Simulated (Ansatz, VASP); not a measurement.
# BaRe: VASP beside Ansatz

```
Ba Re
1.0
     3.64019    0.00000    0.00000
     0.00000    3.64019    0.00000
     0.00000    0.00000    3.64019
Ba Re
1 1
Direct
  0.00000 0.00000 0.00000
  0.50000 0.50000 0.50000
```

Alike in both runs: task single point; functional PBEsol; k mesh 8 × 8 × 8; occupations gaussian, width 0.05 eV; no spin polarisation.

|  | VASP | Ansatz |
| --- | --- | --- |
| version | VASP 6.6.1 | Ansatz 0.2.0 |
| potentials or method | VASP PAW PBE potentials, release 64 (Ba_sv, Re), cutoff 520 eV | scalar-relativistic, plane waves, PAW |
| valence electrons in the cell | 17 | 25 |

VASP gave:

* gap on the k mesh at the Fermi level (eV): none
* pressure (GPa): 1.2

Question: Which values does Ansatz return?

Answer: gap on the k mesh at the Fermi level (eV): none; pressure (GPa): -1.1.

VASP's potentials were made for PBE, not for PBEsol. A gap of «none» marks a metal or a gap that the smearing closes. VASP's potentials hold 17 valence electrons a cell and Ansatz's 25, so a difference there can come from the potentials and not from the codes.

Spin-orbit coupling is off throughout.
